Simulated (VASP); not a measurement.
Input of a VASP 6.6.1 run:

Contents of INCAR:

```
SYSTEM = Sb
PREC = Accurate
ENCUT = 520
EDIFF = 1E-6
ISMEAR = -1
SIGMA = 0.03
LREAL = .False.
LASPH = .True.
NELM = 80
ALGO = Normal
ISIF = 2
LWAVE = .False.
LCHARG = .False.
GGA = CA
NBANDS = 12
```

Contents of KPOINTS:

```
regular mesh
0
Gamma
  12 12 12
  0 0 0
```

The input POSCAR:

```
Sb
1.0
    2.1506003320      1.2416496806      3.7065600000
   -2.1506003320      1.2416496806      3.7065600000
    0.0000000000     -2.4832993611      3.7065600000
Sb
2
Direct
    0.2336400000      0.2336400000      0.2336400000
    0.7663600000      0.7663600000      0.7663600000
```

Potentials or basis: VASP PAW LDA potentials, release 64 (Sb).

Run with:

```console
$ cat potpaw_LDA.64/Sb/POTCAR > POTCAR
$ mpirun -np 1 vasp_std > vasp.out
```

Task: Estimate the pressure.

Result: 0.0 GPa.

Task: Predict the band gap on the k mesh.

Result: Zero (bands 5 and 6 overlap by 0.28 eV).

Forces in eV/Å, atoms in the order of the input:
```
Sb   0.000  0.000  0.208
Sb   0.000  0.000 -0.208
```

Caveat: the cell differs from its parent crystal (zz strain of -1 %); spin-orbit coupling is left out, which moves the levels of the heavy elements.
